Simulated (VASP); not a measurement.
# B2N (Fmmm) in VASP: single point with PBE

Aim: the single point of B2N with PBE.

Program: VASP 6.6.1. These are calculated values, not measurements. Logs are shortened: lines on timing, memory, paths and dates and some standing lists are left out, and cuts for length are marked.

## (1) The cell of the first run

It takes space group Fmmm (No. 69, orthorhombic). The conventional cell has a = 2.494 Å, b = 6.415 Å, c = 14.415 Å, α = 90.00°, β = 90.00°, γ = 90.00°. Within 1.9 Å of B (site symmetry mm2) lie 1 N at 1.43 Å and 2 B at 1.68 Å. B (site symmetry mm2) has 2 N at 1.46 Å and 1 B at 1.71 Å within 1.9 Å. N (site symmetry mm2) has 3 B at 1.43 to 1.46 Å within 1.9 Å.

## (2) Single point, PBE

Input file INCAR:

```
SYSTEM = B2N
PREC = Accurate
ENCUT = 600
EDIFF = 1E-6
ISMEAR = 0
SIGMA = 0.1
LREAL = .False.
LASPH = .True.
NELM = 120
ALGO = Normal
ISIF = 2
LWAVE = .False.
LCHARG = .False.
GGA = PE
NBANDS = 20
GGA_COMPAT = .False.
```

Input file KPOINTS:

```
regular mesh
0
Gamma
  14 14 14
  0 0 0
```

Input file POSCAR:

```
B2N
1.0
    0.0000000000      3.2073215666      7.2074509960
    1.2471724675      0.0000000000      7.2074509960
    1.2471724675      3.2073215666      0.0000000000
B N
4 2
Direct
    0.2888698926      0.2888698926      0.7111301074
    0.9406634792      0.9406634792      0.0593365208
    0.7111301074      0.7111301074      0.2888698926
    0.0593365208      0.0593365208      0.9406634792
    0.3879427331      0.3879427331      0.6120572669
    0.6120572669      0.6120572669      0.3879427331
```

Potentials or basis: VASP PAW PBE potentials, release 64 (B, N).

Launch:

```
> cat potpaw_PBE.64/B/POTCAR potpaw_PBE.64/N/POTCAR > POTCAR
> mpirun -np 1 vasp_std > vasp.out
```

OUTCAR:

```text
SYSTEM = B2N
   PREC = Accurate
   ENCUT = 600
   EDIFF = 1E-6
   ISMEAR = 0
   LREAL = .False.
   LASPH = .True.
   NELM = 120
   ISIF = 2
   GGA = PE

 ion  position               nearest neighbor table
   1  0.289  0.289  0.711-   5 1.43   3 1.68   3 1.68
   2  0.941  0.941  0.059-   5 1.46   5 1.46   4 1.71
   3  0.711  0.711  0.289-   6 1.43   1 1.68   1 1.68
   4  0.059  0.059  0.941-   6 1.46   6 1.46   2 1.71
   5  0.388  0.388  0.612-   1 1.43   2 1.46   2 1.46
   6  0.612  0.612  0.388-   3 1.43   4 1.46   4 1.46

  LATTYP: Found a face centered orthorhombic cell.
 ALAT       =     2.4943449350
 B/A-ratio  =     2.5716744477
 C/A-ratio  =     5.7790331200

  Lattice vectors:

 A1 = (   0.0000000000,   3.2073215666,   7.2074509960)
 A2 = (   1.2471724675,   0.0000000000,   7.2074509960)
 A3 = (   1.2471724675,   3.2073215666,   0.0000000000)

Analysis of symmetry for initial positions (statically):
=====================================================================
 Subroutine PRICEL returns:
 Original cell was already a primitive cell.

 Routine SETGRP: Setting up the symmetry group for a
 face centered orthorhombic supercell.

 Subroutine GETGRP returns: Found  8 space group operations
 (whereof  8 operations were pure point group operations)
 out of a pool of  8 trial point group operations.

The static configuration has the point symmetry D_2h.

Analysis of symmetry for dynamics (positions and initial velocities):
=====================================================================
 Subroutine PRICEL returns:
 Original cell was already a primitive cell.

 Routine SETGRP: Setting up the symmetry group for a
 face centered orthorhombic supercell.

 Subroutine GETGRP returns: Found  8 space group operations
 (whereof  8 operations were pure point group operations)
 out of a pool of  8 trial point group operations.

The dynamic configuration has the point symmetry D_2h.

 Subroutine INISYM returns: Found  8 space group operations
 (whereof  8 operations are pure point group operations),
 and found     1 'primitive' translations

----------------------------------------------------------------------------------------

                                     Primitive cell

  volume of cell :      57.6608

  direct lattice vectors                    reciprocal lattice vectors
     0.000000000  3.207321567  7.207450996    -0.400906862  0.155893318  0.069372653
     1.247172467  0.000000000  7.207450996     0.400906862 -0.155893318  0.069372653
     1.247172467  3.207321567  0.000000000     0.400906862  0.155893318 -0.069372653

  length of vectors
     7.888869469  7.314560070  3.441271683     0.435708163  0.435708163  0.435708163

  position of ions in fractional coordinates (direct lattice)
     0.288869893  0.288869893  0.711130107
     0.940663479  0.940663479  0.059336521
     0.711130107  0.711130107  0.288869893
     0.059336521  0.059336521  0.940663479
     0.387942733  0.387942733  0.612057267
     0.612057267  0.612057267  0.387942733

  ion indices of the primitive-cell ions
   primitive index   ion index
                 1           1
                 2           2
                 3           3
                 4           4
                 5           5
                 6           6

----------------------------------------------------------------------------------------

 KPOINTS: regular mesh

Automatic generation of k-mesh.
 Grid dimensions read from file:
 generate k-points for:   14   14   14

 Generating k-lattice:

  Cartesian coordinates                     Fractional coordinates (reciprocal lattice)
    -0.028636204  0.011135237  0.004955190     0.071428571  0.000000000  0.000000000
     0.028636204 -0.011135237  0.004955190     0.000000000  0.071428571  0.000000000
     0.028636204  0.011135237 -0.004955190     0.000000000  0.000000000  0.071428571

  Length of vectors
     0.031122012  0.031122012  0.031122012

  Shift w.r.t. Gamma in fractional coordinates (k-lattice)
     0.000000000  0.000000000  0.000000000

 Subroutine IBZKPT returns following result:
 ===========================================

 Found    428 irreducible k-points:

 Following reciprocal coordinates:
            Coordinates               Weight
  0.000000  0.000000  0.000000      1.000000
  0.071429 -0.000000  0.000000      8.000000
  0.142857 -0.000000 -0.000000      8.000000
  0.214286  0.000000 -0.000000      8.000000
  0.285714 -0.000000  0.000000      8.000000
  0.357143 -0.000000 -0.000000      8.000000
[... 16 lines left out ...]
  0.214286  0.142857  0.000000      8.000000
  0.285714  0.142857  0.000000      8.000000
 [... further k-points ...]
   k-points           NKPTS =    428   k-points in BZ     NKDIM =    428   number of bands    NBANDS=     20
   number of dos      NEDOS =    301   number of ions     NIONS =      6
   total plane-waves  NPLWV = 107520
   dimension x,y,z NGX =    64 NGY =   60 NGZ =   28
   dimension x,y,z NGXF=   128 NGYF=  120 NGZF=   56
   ions per type =               4   2
   NGX,Y,Z   is equivalent  to a cutoff of  13.49, 13.64, 13.53 a.u.
   NGXF,Y,Z  is equivalent  to a cutoff of  26.97, 27.27, 27.05 a.u.
 SYSTEM =  B2N
   PREC   = accura    normal or accurate (medium, high low for compatibility)
   ISTART =      0    job   : 0-new  1-cont  2-samecut
   ICHARG =      2    charge: 1-file 2-atom 10-const
   ISPIN  =      1    spin polarized calculation?
   LNONCOLLINEAR =      F non collinear calculations
   LSORBIT =      F    spin-orbit coupling
   LASPH  =      T    aspherical Exc in radial PAW
   ENCUT  =  600.0 eV  44.10 Ry    6.64 a.u.  15.76 14.61  6.87*2*pi/ulx,y,z
   NELM   =    120;   NELMIN=  2; NELMDL= -5     # of ELM steps
   EDIFF  = 0.1E-05   stopping-criterion for ELM
   LREAL  =      F    real-space projection
   EDIFFG = 0.1E-04   stopping-criterion for IOM
   NSW    =      0    number of steps for IOM
   IBRION =     -1    ionic relax: 0-MD 1-quasi-New 2-CG
   NFREE  =      0    steps in history (QN), initial steepest desc. (CG)
   ISIF   =      2    stress and relaxation
   ISYM   =      2    0-nonsym 1-usesym 2-fastsym
   POTIM  = 0.5000    time-step for ionic-motion
   TEBEG  =    0.0;   TEEND  =   0.0 temperature during run
   PSTRESS=    0.0 pullay stress
   NELECT =      22.0000    total number of electrons
   NUPDOWN=      -1.0000    fix difference up-down
   EMIN   =  10.00;   EMAX   =-10.00  energy-range for DOS
   EFERMI =   0.00;   METHOD = LEGACY
   ISMEAR =     0;   SIGMA  =   0.10  broadening in eV -4-tet -1-fermi 0-gaus
   EFERMI_NEDOS =   21; number of points for ismear=-14 and -15
   IALGO  =     38    algorithm
   IMIX   =      4    mixing-type and parameters
     AMIX     =   0.40;   BMIX     =  1.00
     AMIX_MAG =   1.60;   BMIX_MAG =  1.00
  volume/ion in A,a.u.               =       9.61        64.85
  Fermi-wavevector in a.u.,A,eV,Ry     =   1.187378  2.243818 19.182383  1.409865
  Thomas-Fermi vector in A             =   2.323530
   LORBIT       =      0    0 simple, 1 ext, 2 COOP (PROOUT), +10 PAW based schemes
   GGA     = PE    functional components
   LHFCALC =     F    Hartree Fock is set to
   AEXX    =    0.0000 exact exchange contribution
   IVDW    =     0    specifies the selected vdW correction
   LEPSILON=     F    determine dielectric tensor
   LRPA    =     F    only Hartree local field effects (RPA)
 non-spin polarized calculation
 Gauss-broadening in eV      SIGMA  =   0.10
  energy-cutoff  :      600.00
  volume of cell :       57.66
 maximum number of plane-waves:      1947
   NGX = 31   NGY = 29   NGZ = 13

 number of electron      22.0000000 magnetization

 Free energy of the ion-electron system (eV)
  ---------------------------------------------------
  ext. energy  EPLUGINS =         0.00000000
  ---------------------------------------------------
  free energy    TOTEN  =       -46.28703672 eV

  energy without entropy =      -46.28210260  energy(sigma->0) =      -46.28456966

 E-fermi :   3.5252     XC(G=0): -10.0260

 val. band max:        3.5203068728   @ k =   0.4286   0.2143   0.0000
 cond. band min:       3.5270786515   @ k =   0.2857  -0.0000   0.0714
 fundamental gap:      0.0067717788
 Fermi energy:         3.5252081372

 k-point     1 :       0.0000    0.0000    0.0000
  band No.  band energies     occupation
      1     -14.9700      2.00000
      2     -14.5690      2.00000
      3      -7.9776      2.00000
      4      -4.4167      2.00000
      5      -4.3967      2.00000
      6      -1.1351      2.00000
[... 12 lines left out ...]
     19      13.4899      0.00000
     20      13.8914      0.00000

 k-point     2 :       0.0714   -0.0000    0.0000
  band No.  band energies     occupation
      1     -14.8944      2.00000
      2     -14.4974      2.00000
      3      -7.8838      2.00000
      4      -4.5576      2.00000
      5      -4.1524      2.00000
      6      -1.1704      2.00000
[... 12 lines left out ...]
     19      13.2776      0.00000
     20      14.2064      0.00000

 k-point     3 :       0.1429   -0.0000   -0.0000
  band No.  band energies     occupation
      1     -14.6724      2.00000
      2     -14.2869      2.00000
      3      -7.6057      2.00000
      4      -4.5993      2.00000
      5      -3.8366      2.00000
      6      -1.9655      2.00000
[... 12 lines left out ...]
     19      13.2263      0.00000
     20      13.8570      0.00000

 k-point     4 :       0.2143    0.0000   -0.0000
  band No.  band energies     occupation
      1     -14.3205      2.00000
      2     -13.9529      2.00000
      3      -7.1564      2.00000
      4      -4.5655      2.00000
      5      -3.6985      2.00000
      6      -2.9959      2.00000
[... 429 lines left out ...]
 k-point    23 :       0.2143    0.1429    0.0000
  band No.  band energies     occupation
      1     -14.8762      2.00000
      2     -14.5207      2.00000
      3      -7.7554      2.00000
      4      -5.3349      2.00000
      5      -3.3553      2.00000
      6      -1.2049      2.00000
[... 12 lines left out ...]
     19      13.5588      0.00000
     20      14.1806      0.00000

 k-point    24 :       0.2857    0.1429    0.0000
  band No.  band energies     occupation
      1     -14.6501      2.00000
      2     -14.3153      2.00000
      3      -7.4399      2.00000
      4      -5.3285      2.00000
      5      -3.1230      2.00000
      6      -2.0332      2.00000
[... 12 lines left out ...]
     19      13.5106      0.00000
     20      13.6492      0.00000

 [... further k-points ...]

------------------------ aborting loop because EDIFF is reached ----------------------------------------

  FORCE on cell =-STRESS in cart. coord.  units (eV):
  Direction    XX          YY          ZZ          XY          YZ          ZX
  --------------------------------------------------------------------------------------
  -------------------------------------------------------------------------------------
  Total        0.0009040     -0.0653883     -0.0149733      0.0000000      0.0000000      0.0000000
  in kB        0.0251181     -1.8168946     -0.4160519      0.0000000      0.0000000      0.0000000
  external PRESSURE =      -0.7359428 kB  Pullay stress =       0.0000000 kB

 VOLUME and BASIS-vectors are now :
 -----------------------------------------------------------------------------
  energy-cutoff  :      600.00
  volume of cell :       57.66
      direct lattice vectors                 reciprocal lattice vectors
     0.000000000  3.207321567  7.207450996    -0.400906862  0.155893318  0.069372653
     1.247172467  0.000000000  7.207450996     0.400906862 -0.155893318  0.069372653
     1.247172467  3.207321567  0.000000000     0.400906862  0.155893318 -0.069372653

 POSITION                                       TOTAL-FORCE (eV/Angst)
 -----------------------------------------------------------------------------------
      1.24717      3.20732      4.16403         0.000000      0.000000     -0.014956
      1.24717      3.20732     13.55957         0.000000      0.000000      0.021988
      1.24717      3.20732     10.25087         0.000000      0.000000      0.014956
      1.24717      3.20732      0.85533         0.000000      0.000000     -0.021988
      1.24717      3.20732      5.59216         0.000000      0.000000     -0.001140
      1.24717      3.20732      8.82275         0.000000      0.000000      0.001140
 -----------------------------------------------------------------------------------
    total drift:                               -0.000000     -0.000000      0.000000

  FREE ENERGIE OF THE ION-ELECTRON SYSTEM (eV)
  ---------------------------------------------------
  free  energy   TOTEN  =       -46.2870367239 eV

  energy  without entropy=      -46.2821025979  energy(sigma->0) =      -46.28456966
```

Wall time 16 min (1 thread of Oxide Virtual Turin-like, shared host); peak memory 0.62 GiB.

What came out:

```
Free energy            : -46.2870 eV
Pressure               : -0.1 GPa
Largest force          : 0.022 eV/Å
Band gap on the k mesh : zero (bands 11 and 12 overlap by 2.86 eV)
```

Forces on the atoms (eV/Å):
```
B    0.000  0.000 -0.015
B    0.000  0.000  0.022
B    0.000  0.000  0.015
B    0.000  0.000 -0.022
N    0.000  0.000 -0.001
N    0.000  0.000  0.001
```

Stress tensor (GPa, compression positive):
```
 0.00  0.00  0.00
 0.00 -0.18  0.00
 0.00  0.00 -0.04
```

Levels at points of the mesh, in eV from the Fermi level:
```tsv
k point	band 7	band 8	band 9	band 10	band 11	band 12	band 13	band 14	band 15	band 16
(0.00, 0.00, 0.00)	-4.38	-4.12	-3.82	-2.21	0.58	3.48	5.10	5.24	5.72	7.14
(0.50, 0.00, 0.00)	-5.32	-5.00	-3.37	-2.75	-2.68	0.94	3.48	3.89	4.52	6.78
(0.50, 0.50, 0.00)	-4.38	-4.20	-4.02	-3.13	1.13	3.35	4.15	5.13	5.67	7.56
(0.50, 0.00, 0.50)	-5.89	-4.47	-4.20	-3.18	-1.87	2.97	3.28	4.47	8.11	9.20
(0.00, 0.50, 0.50)	-5.46	-4.55	-4.09	-2.61	-2.17	0.86	3.14	7.16	8.13	8.39
```
